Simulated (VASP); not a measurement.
Set up this calculation in VASP 6.6.1, as the native input.

| Item | Value |
| --- | --- |
| Task | single point |
| Functional | LDA |
| Potentials or basis | VASP PAW LDA potentials, release 64 (Zn, S) |
| Cutoff | 500 eV |
| k mesh | 6 × 6 × 6 |
| Occupations | gaussian, width 0.01 eV |
| Spin | no spin polarisation |
| Dipole correction | no |
| Further INCAR settings | ALGO = Normal; EDIFF = 1e-06; NBANDS = 16 |

The structure of ZnS lies in POSCAR:

```
ZnS
1.0
    0.0000000000      2.6654820099      2.6654820099
    2.6654820099      0.0000000000      2.6654820099
    2.6654820099      2.6654820099      0.0000000000
Zn S
1 1
Direct
    0.2500000000      0.2500000000      0.2500000000
    0.0000000000      0.0000000000      0.0000000000
```

The input as run:

INCAR

```
PREC = Accurate ; ENCUT = 500
EDIFF = 1E-6 ; ISMEAR = 0
SIGMA = 0.01 ; LREAL = F
LASPH = T ; NELM = 120
ALGO = Normal ; ISIF = 2
LWAVE = F ; LCHARG = T
GGA = CA ; LELF = T
LVHAR = T ; NBANDS = 16
GGA_COMPAT = F
```

KPOINTS

```
regular mesh
0
Gamma
  6 6 6
```

Potentials or basis: VASP PAW LDA potentials, release 64 (Zn, S).

Launch:

```bash
$ cat potpaw_LDA.64/Zn/POTCAR potpaw_LDA.64/S/POTCAR > POTCAR
$ mpirun -np 1 vasp_std > vasp.out
```

Results of the run:

| Quantity | Value |
| --- | --- |
| Pressure | -1.4 GPa |
| Band gap on the k mesh | 2.07 eV, direct |

Wall time 16 s on 1 thread of Intel(R) Xeon(R) Platinum 8488C (Sapphire Rapids), with other jobs on the host, peak memory 0.14 GiB.
